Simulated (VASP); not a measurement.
Set up this calculation in VASP 6.6.1, as the native input.

| Property | Result |
| --- | --- |
| Task | single point |
| Functional | PBE |
| Potentials or basis | VASP PAW PBE potentials, release 64 (Ti_sv, O) |
| Cutoff | 520 eV |
| k mesh | 6 × 6 × 10 |
| Occupations | gaussian, width 0.05 eV |
| Spin | no spin polarisation |
| Dipole correction | no |
| Further INCAR settings | ALGO = Normal; EDIFF = 1e-06; NBANDS = 33 |

The structure of TiO2 lies in POSCAR:

```
TiO2
1.0
    4.5658550395      0.0000000000      0.0000000000
    0.0000000000      4.5658550395      0.0000000000
    0.0000000000      0.0000000000      2.9143671652
Ti O
2 4
Direct
    0.0000000000      0.0000000000      0.0196221979
    0.5000000000      0.5000000000      0.5196221979
    0.3050970583      0.3050970583     -0.0293535767
    0.1949029417      0.8050970583      0.4706464233
    0.6949029417      0.6949029417     -0.0293535767
    0.8050970583      0.1949029417      0.4706464233
```

This cell differs from its parent crystal: atoms displaced along a vibrational mode, the cell strained.

One way to write it, as run:

INCAR

```
ALGO = Normal ; EDIFF = 1E-6
ENCUT = 520 ; GGA = PE
ISIF = 2 ; ISMEAR = 0
LASPH = True ; LCHARG = False
LREAL = False ; LWAVE = False
NBANDS = 33 ; NELM = 80
PREC = Accurate ; SIGMA = 0.05
```

KPOINTS

```
k-points
0
Gamma
  6 6 10
```

Potentials or basis: VASP PAW PBE potentials, release 64 (Ti_sv, O).

Command:

```bash
$ cat potpaw_PBE.64/Ti_sv/POTCAR potpaw_PBE.64/O/POTCAR > POTCAR
$ mpirun -np 1 vasp_std > vasp.out
```

It gave:

- Pressure: 16.8 GPa
- Largest force: 0.702 eV/Å
- Band gap on the k mesh: 2.24 eV (least direct gap 2.56 eV)

Caveat: the cell differs from its parent crystal (atoms displaced along a vibrational mode, the cell strained); the cell stands under pressure.

It took 41 s on 1 thread of Intel(R) Xeon(R) 6975P-C (Granite Rapids), with other jobs on the host, peak memory 0.23 GiB.
